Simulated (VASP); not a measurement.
# SnSe2 in VASP: further runs

Aim: see how the results for SnSe2 move with the level of theory and the settings. Levels: PBE+D3(BJ), r2SCAN. Tasks: single point.

Everything below comes from runs of VASP 6.6.1. Logs are shortened: lines on timing, memory, paths and dates and some standing lists are left out, and cuts for length are marked.

## Step 1: The cell of the first run

The cell holds a slab with vacuum, 3 atoms: a = 4.092 Å, b = 4.092 Å, c = 32.376 Å, α = 90.00°, β = 90.00°, γ = 120.00°.

## Step 2: Single point, PBE+D3(BJ) (biaxial strain +0.070, then relaxed in part)

INCAR

```
PREC = Accurate
ENCUT = 520
EDIFF = 1E-6
ISMEAR = 0
SIGMA = 0.02
LREAL = False
LASPH = True
NELM = 60
ALGO = Normal
ISIF = 2
LWAVE = False
LCHARG = True
LDIPOL = True
IDIPOL = 3
DIPOL = 0.5 0.5 0.500
GGA = PE
IVDW = 12
LELF = True
LVHAR = True
LVACPOTAV = True
NBANDS = 20
```

KPOINTS

```
Automatic mesh
0
Gamma
  12 12 1
```

POSCAR

```
SnSe2
1.0
    4.0924066073      0.0000000000      0.0000000000
   -2.0462033036      3.5441280845      0.0000000000
    0.0000000000      0.0000000000     32.3760079985
Se Sn
2 1
Direct
    0.6666666667      0.3333333333      0.4533693836
    0.3333333333      0.6666666667      0.5466306164
    0.0000000000      0.0000000000      0.5000000000
```

Potentials or basis: VASP PAW PBE potentials, release 64 (Se, Sn_d).

Run with:

```
> cat potpaw_PBE.64/Se/POTCAR potpaw_PBE.64/Sn_d/POTCAR > POTCAR
> mpirun -np 1 vasp_std > vasp.out
```

OUTCAR:

```text
PREC = Accurate
   ENCUT = 520
   EDIFF = 1E-6
   ISMEAR = 0
   LREAL = False
   LASPH = True
   NELM = 60
   ISIF = 2
   GGA = PE
   IVDW = 12
 IVDW          = 12

 ion  position               nearest neighbor table
   1  0.667  0.333  0.453-   3 2.80   3 2.80   3 2.80
   2  0.333  0.667  0.547-   3 2.80   3 2.80   3 2.80
   3  0.000  0.000  0.500-   1 2.80   2 2.80   2 2.80   1 2.80   1 2.80   2 2.80

  LATTYP: Found a hexagonal cell.
 ALAT       =     4.0924066073
 C/A-ratio  =     7.9112393037

  Lattice vectors:

 A1 = (   4.0924066073,   0.0000000000,   0.0000000000)
 A2 = (  -2.0462033036,   3.5441280845,   0.0000000000)
 A3 = (   0.0000000000,   0.0000000000,  32.3760079985)

Analysis of symmetry for initial positions (statically):
=====================================================================
 Subroutine PRICEL returns:
 Original cell was already a primitive cell.

 Routine SETGRP: Setting up the symmetry group for a
 hexagonal supercell.

 Subroutine GETGRP returns: Found 12 space group operations
 (whereof 12 operations were pure point group operations)
 out of a pool of 24 trial point group operations.

The static configuration has the point symmetry D_3d.

Analysis of symmetry for dynamics (positions and initial velocities):
=====================================================================
 Subroutine PRICEL returns:
 Original cell was already a primitive cell.

 Routine SETGRP: Setting up the symmetry group for a
 hexagonal supercell.

 Subroutine GETGRP returns: Found 12 space group operations
 (whereof 12 operations were pure point group operations)
 out of a pool of 24 trial point group operations.

The dynamic configuration has the point symmetry D_3d.

 Subroutine INISYM returns: Found 12 space group operations
 (whereof 12 operations are pure point group operations),
 and found     1 'primitive' translations

----------------------------------------------------------------------------------------

                                     Primitive cell

  volume of cell :     469.5820

  direct lattice vectors                    reciprocal lattice vectors
     4.092406607  0.000000000  0.000000000     0.244354996  0.141078423  0.000000000
    -2.046203304  3.544128085  0.000000000     0.000000000  0.282156845  0.000000000
     0.000000000  0.000000000 32.376007999     0.000000000  0.000000000  0.030887069

  length of vectors
     4.092406607  4.092406607 32.376007999     0.282156845  0.282156845  0.030887069

  position of ions in fractional coordinates (direct lattice)
     0.666666667  0.333333333  0.453369384
     0.333333333  0.666666667  0.546630616
     0.000000000  0.000000000  0.500000000

  ion indices of the primitive-cell ions
   primitive index   ion index
                 1           1
                 2           2
                 3           3

----------------------------------------------------------------------------------------

 KPOINTS: Automatic mesh

Automatic generation of k-mesh.
 Grid dimensions read from file:
 generate k-points for:   12   12    1

 Generating k-lattice:

  Cartesian coordinates                     Fractional coordinates (reciprocal lattice)
     0.020362916  0.011756535  0.000000000     0.083333333  0.000000000  0.000000000
     0.000000000  0.023513070  0.000000000     0.000000000  0.083333333  0.000000000
     0.000000000  0.000000000  0.030887069     0.000000000  0.000000000  1.000000000

  Length of vectors
     0.023513070  0.023513070  0.030887069

  Shift w.r.t. Gamma in fractional coordinates (k-lattice)
     0.000000000  0.000000000  0.000000000

 Subroutine IBZKPT returns following result:
 ===========================================

 Found     19 irreducible k-points:

 Following reciprocal coordinates:
            Coordinates               Weight
  0.000000  0.000000  0.000000      1.000000
  0.083333 -0.000000  0.000000      6.000000
  0.166667 -0.000000  0.000000      6.000000
  0.250000  0.000000  0.000000      6.000000
  0.333333 -0.000000  0.000000      6.000000
  0.416667  0.000000  0.000000      6.000000
[... 11 lines left out ...]
  0.333333  0.250000  0.000000     12.000000
  0.333333  0.333333  0.000000      2.000000
   k-points           NKPTS =     19   k-points in BZ     NKDIM =     19   number of bands    NBANDS=     20
   number of dos      NEDOS =    301   number of ions     NIONS =      3
   total plane-waves  NPLWV = 225000
   dimension x,y,z NGX =    30 NGY =   30 NGZ =  250
   dimension x,y,z NGXF=    60 NGYF=   60 NGZF=  500
   ions per type =               2   1
   NGX,Y,Z   is equivalent  to a cutoff of  12.19, 12.19, 12.84 a.u.
   NGXF,Y,Z  is equivalent  to a cutoff of  24.37, 24.37, 25.67 a.u.
 SYSTEM =  unknown system
   PREC   = accura    normal or accurate (medium, high low for compatibility)
   ISTART =      0    job   : 0-new  1-cont  2-samecut
   ICHARG =      2    charge: 1-file 2-atom 10-const
   ISPIN  =      1    spin polarized calculation?
   LNONCOLLINEAR =      F non collinear calculations
   LSORBIT =      F    spin-orbit coupling
   LASPH  =      T    aspherical Exc in radial PAW
   ENCUT  =  520.0 eV  38.22 Ry    6.18 a.u.   7.61  7.61 60.20*2*pi/ulx,y,z
   NELM   =     60;   NELMIN=  2; NELMDL= -5     # of ELM steps
   EDIFF  = 0.1E-05   stopping-criterion for ELM
   LREAL  =      F    real-space projection
   EDIFFG = 0.1E-04   stopping-criterion for IOM
   NSW    =      0    number of steps for IOM
   IBRION =     -1    ionic relax: 0-MD 1-quasi-New 2-CG
   NFREE  =      0    steps in history (QN), initial steepest desc. (CG)
   ISIF   =      2    stress and relaxation
   ISYM   =      2    0-nonsym 1-usesym 2-fastsym
   POTIM  = 0.5000    time-step for ionic-motion
   TEBEG  =    0.0;   TEEND  =   0.0 temperature during run
   PSTRESS=    0.0 pullay stress
   NELECT =      26.0000    total number of electrons
   NUPDOWN=      -1.0000    fix difference up-down
   EMIN   =  10.00;   EMAX   =-10.00  energy-range for DOS
   EFERMI =   0.00;   METHOD = LEGACY
   ISMEAR =     0;   SIGMA  =   0.02  broadening in eV -4-tet -1-fermi 0-gaus
   EFERMI_NEDOS =   21; number of points for ismear=-14 and -15
   IALGO  =     38    algorithm
   IMIX   =      4    mixing-type and parameters
     AMIX     =   0.40;   BMIX     =  1.00
     AMIX_MAG =   1.60;   BMIX_MAG =  1.00
  volume/ion in A,a.u.               =     156.53      1056.30
  Fermi-wavevector in a.u.,A,eV,Ry     =   0.623968  1.179128  5.297234  0.389336
  Thomas-Fermi vector in A             =   1.684360
   LORBIT       =      0    0 simple, 1 ext, 2 COOP (PROOUT), +10 PAW based schemes
   GGA     = PE    functional components
   LHFCALC =     F    Hartree Fock is set to
   AEXX    =    0.0000 exact exchange contribution
   IVDW    =    12    specifies the selected vdW correction
   LEPSILON=     F    determine dielectric tensor
   LRPA    =     F    only Hartree local field effects (RPA)
 non-spin polarized calculation
 Gauss-broadening in eV      SIGMA  =   0.02
  energy-cutoff  :      520.00
  volume of cell :      469.58
 maximum number of plane-waves:     12751
   NGX = 15   NGY = 15   NGZ =121

 dipolmoment           0.000000      0.000000      0.000000 electrons x Angstroem

 number of electron      25.9999995 magnetization

 dipolmoment           0.000000      0.000000     -0.000000 electrons x Angstroem

 Free energy of the ion-electron system (eV)
  ---------------------------------------------------
  ext. energy  EPLUGINS =         0.00000000
  ---------------------------------------------------
  free energy    TOTEN  =       -11.69430302 eV

  energy without entropy =      -11.69430302  energy(sigma->0) =      -11.69430302

 E-fermi :  -4.5731     XC(G=0):  -1.9908

 val. band max:       -4.7102351241   @ k =   0.2500   0.1667   0.0000
 cond. band min:      -3.7949043561   @ k =   0.5000   0.0000   0.0000
 fundamental gap:      0.9153307681
 Fermi energy:        -4.5731149835

 k-point     1 :       0.0000    0.0000    0.0000
  band No.  band energies     occupation
      1     -25.6550      2.00000
      2     -25.6550      2.00000
      3     -25.6518      2.00000
      4     -25.6320      2.00000
      5     -25.6320      2.00000
      6     -17.4198      2.00000
[... 12 lines left out ...]
     19       1.2920      0.00000
     20       1.7579      0.00000

 k-point     2 :       0.0833   -0.0000    0.0000
  band No.  band energies     occupation
      1     -25.6571      2.00000
      2     -25.6546      2.00000
      3     -25.6508      2.00000
      4     -25.6323      2.00000
      5     -25.6311      2.00000
      6     -17.3683      2.00000
[... 12 lines left out ...]
     19       1.3714      0.00000
     20       1.8473      0.00000

 k-point     3 :       0.1667   -0.0000    0.0000
  band No.  band energies     occupation
      1     -25.6627      2.00000
      2     -25.6538      2.00000
      3     -25.6484      2.00000
      4     -25.6327      2.00000
      5     -25.6281      2.00000
      6     -17.2183      2.00000
[... 12 lines left out ...]
     19       1.7113      0.00000
     20       2.1081      0.00000

 k-point     4 :       0.2500    0.0000    0.0000
  band No.  band energies     occupation
      1     -25.6704      2.00000
      2     -25.6533      2.00000
      3     -25.6458      2.00000
      4     -25.6325      2.00000
      5     -25.6233      2.00000
      6     -16.9852      2.00000
[... 314 lines left out ...]
 k-point    18 :       0.3333    0.2500    0.0000
  band No.  band energies     occupation
      1     -25.6756      2.00000
      2     -25.6639      2.00000
      3     -25.6378      2.00000
      4     -25.6278      2.00000
      5     -25.6196      2.00000
      6     -16.1407      2.00000
[... 12 lines left out ...]
     19       3.4056      0.00000
     20       3.7051      0.00000

 k-point    19 :       0.3333    0.3333    0.0000
  band No.  band energies     occupation
      1     -25.6700      2.00000
      2     -25.6700      2.00000
      3     -25.6364      2.00000
      4     -25.6241      2.00000
      5     -25.6241      2.00000
      6     -16.0004      2.00000
[... 12 lines left out ...]
     19       3.6124      0.00000
     20       3.6124      0.00000

------------------------ aborting loop because EDIFF is reached ----------------------------------------

 vacuum level on the upper side and lower side of the slab       (xc-potential included)        -0.090        -0.090

 Edisp (eV)   -0.66670

 E8    (eV) :    -0.3115

  FORCE on cell =-STRESS in cart. coord.  units (eV):
  Direction    XX          YY          ZZ          XY          YZ          ZX
  --------------------------------------------------------------------------------------
  -------------------------------------------------------------------------------------
  Total      -3.47744    -3.47744     0.02127    -0.00000     0.00000     0.00000
  in kB     -11.86475   -11.86475     0.07256    -0.00000     0.00000     0.00000
  external pressure =       -7.89 kB  Pullay stress =        0.00 kB

 VOLUME and BASIS-vectors are now :
 -----------------------------------------------------------------------------
  energy-cutoff  :      520.00
  volume of cell :      469.58
      direct lattice vectors                 reciprocal lattice vectors
     4.092406607  0.000000000  0.000000000     0.244354996  0.141078423  0.000000000
    -2.046203304  3.544128085  0.000000000     0.000000000  0.282156845  0.000000000
     0.000000000  0.000000000 32.376007999     0.000000000  0.000000000  0.030887069

 POSITION                                       TOTAL-FORCE (eV/Angst)
 -----------------------------------------------------------------------------------
      2.04620      1.18138     14.67829        -0.000000     -0.000000     -0.011095
     -0.00000      2.36275     17.69772         0.000000      0.000000      0.011095
      0.00000      0.00000     16.18800         0.000000      0.000000      0.000000
 -----------------------------------------------------------------------------------
    total drift:                                0.000000      0.000000      0.000000

  FREE ENERGIE OF THE ION-ELECTRON SYSTEM (eV)
  ---------------------------------------------------
  free  energy   TOTEN  =       -12.3610041656 eV

  energy  without entropy=      -12.3610041656  energy(sigma->0) =      -12.36100417

 vacuum level on the upper side and lower side of the slab         1.695         1.695
```

Wall time 4.3 min (1 thread of Intel Xeon Platinum 8259CL at 2.50GHz (Skylake/Cascade Lake), shared host); peak memory 0.59 GiB.

What came out:

- Free energy: -12.3610 eV
- Largest force: 0.011 eV/Å
- Band gap on the k mesh: 0.92 eV (least direct gap 1.10 eV)
- Dispersion energy per atom: -0.222 eV
- Ionisation potential of the upper face: 6.41 eV

Forces in eV/Å, atoms in the order of the input:
```
Se   0.000  0.000 -0.011
Se   0.000  0.000  0.011
Sn   0.000  0.000  0.000
```

Levels at points of the mesh, in eV from the valence-band top:
```csv
k point,band 11,band 12,band 13,band 14,band 15,band 16
"(0.00, 0.00, 0.00)",-0.29,-0.25,-0.25,1.02,2.64,4.29
"(0.50, 0.00, 0.00)",-1.56,-0.20,-0.19,0.92,4.06,5.81
```

Caveat: the cell differs from its parent crystal (biaxial strain +0.070, then relaxed in part); spin-orbit coupling is left out, which moves the levels of the heavy elements.

## Step 3: Single point, r2SCAN

This run uses another cell than the first one.

POSCAR

```
SnSe2
1.0
    3.8246790722      0.0000000000      0.0000000000
   -1.9123395361      3.3122692379      0.0000000000
    0.0000000000      0.0000000000     32.3760079985
Se Sn
2 1
Direct
    0.6666666667      0.3333333333      0.4505636622
    0.3333333333      0.6666666667      0.5494363378
    0.0000000000      0.0000000000      0.5000000000
```

INCAR.step1

```
SYSTEM = SnSe2
  ALGO = Normal
  DIPOL = 0.5 0.5 0.500
  EDIFF = 1E-4
  ENCUT = 520
  GGA = PE
  IDIPOL = 3
  ISMEAR = 0
  LASPH = .TRUE.
  LCHARG = .FALSE.
  LDIPOL = .TRUE.
  LREAL = .FALSE.
  LWAVE = .TRUE.
  NBANDS = 20
  NELM = 100
  PREC = Accurate
  SIGMA = 0.02
```

INCAR.step2

```
SYSTEM = SnSe2
  ALGO = Normal
  DIPOL = 0.5 0.5 0.500
  EDIFF = 1E-7
  ENCUT = 520
  IDIPOL = 3
  ISIF = 2
  ISMEAR = 0
  ISTART = 1
  LASPH = .TRUE.
  LCHARG = .FALSE.
  LDIPOL = .TRUE.
  LMIXTAU = .TRUE.
  LREAL = .FALSE.
  LWAVE = .FALSE.
  METAGGA = R2SCAN
  NBANDS = 20
  NELM = 100
  PREC = Accurate
  SIGMA = 0.02
```

KPOINTS

```
k-points
0
G
  12 12 1
  0 0 0
```

Potentials or basis: VASP PAW PBE potentials, release 64 (Se, Sn_d).

Run with:

```
> cat potpaw_PBE.64/Se/POTCAR potpaw_PBE.64/Sn_d/POTCAR > POTCAR
> cp INCAR.step1 INCAR
> mpirun -np 1 vasp_std > vasp.out
> cp INCAR.step2 INCAR
> mpirun -np 1 vasp_std > vasp.out
```

It took 25 min on 1 thread of Intel Xeon Platinum 8259CL at 2.50GHz (Skylake/Cascade Lake), shared host; peak memory 0.59 GiB.

The run converged. Its results:

| Item | Value |
| --- | --- |
| Free energy | -54.5801 eV |
| Largest force | 0.226 eV/Å |
| Band gap on the k mesh | 1.06 eV (least direct gap 1.40 eV) |

Forces in eV/Å, atoms in the order of the input:
```
Se   0.000  0.000  0.226
Se   0.000  0.000 -0.226
Sn   0.000  0.000  0.000
```

Levels at points of the mesh, in eV from the valence-band top:
```
           k point  band 11  band 12  band 13  band 14  band 15  band 16
(0.00, 0.00, 0.00)    -0.46    -0.06    -0.06     2.02     3.68     5.05
(0.50, 0.00, 0.00)    -2.25    -0.75    -0.34     1.06     4.60     5.87
```

Caveat: the PAW data sets were made with another functional, which shifts forces and pressure a little; spin-orbit coupling is left out, which moves the levels of the heavy elements.
